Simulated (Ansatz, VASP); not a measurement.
## Two plane-wave programs on TiSi

The input INCAR:

```
PREC = Accurate ; ENCUT = 520
EDIFF = 1E-6 ; ISMEAR = 0
SIGMA = 0.15 ; LREAL = False
LASPH = True ; NELM = 60
ALGO = Normal ; ISIF = 2
LWAVE = False ; LCHARG = True
GGA = PS ; LELF = True
LVHAR = True ; NBANDS = 15
```

File KPOINTS:

```
Automatic mesh
0
Gamma
  24 24 18
```

File POSCAR:

```
TiSi
1.0
    1.6963771604     -1.9444511036      0.0000000000
    1.6963771604      1.9444511036      0.0000000000
    0.0000000000      0.0000000000      4.2828858775
Ti Si
1 1
Direct
    0.5000000000      0.5000000000      0.0000000000
    0.0000000000      0.0000000000      0.5000000000
```

Input for Ansatz:

```yaml
crystal:
  lattice:
    - [1.6963771604, -1.9444511036, 0.0]
    - [1.6963771604, 1.9444511036, 0.0]
    - [0.0, 0.0, 4.2828858775]
  atoms:
    - { symbol: Ti, position: [0.5, 0.5, 0.0] }
    - { symbol: Si, position: [0.0, 0.0, 0.5] }
basis:
  ecutwfc: 420
kpoints:
  mp_grid: { grid: [24, 24, 18] }
hamiltonian:
  xc: pbesol
scf:
  occupations: { method: gaussian, width: 0.15 }
output:
  forces: true
  stress: true
  eigenvalues: true
```

Alike in both runs: task single point; functional PBEsol; k mesh 24 × 24 × 18; occupations gaussian, width 0.15 eV; no spin polarisation.

```csv
,VASP,Ansatz
version,VASP 6.6.1,Ansatz 0.2.0
potentials or method,"VASP PAW PBE potentials, release 64 (Ti_sv, Si), cutoff 520 eV","scalar-relativistic, plane waves, PAW"
valence electrons in the cell,16,16
```

```csv
,VASP,Ansatz,Ansatz less VASP
gap on the k mesh at the Fermi level (eV),none,none,-
pressure (GPa),-1.1,-1.1,+0.03
"traceless stress, the component that is largest in VASP (GPa)",-18.16,-18.24,-0.085
```

VASP's potentials were made for PBE, not for PBEsol. A gap of «none» marks a metal or a gap that the smearing closes.
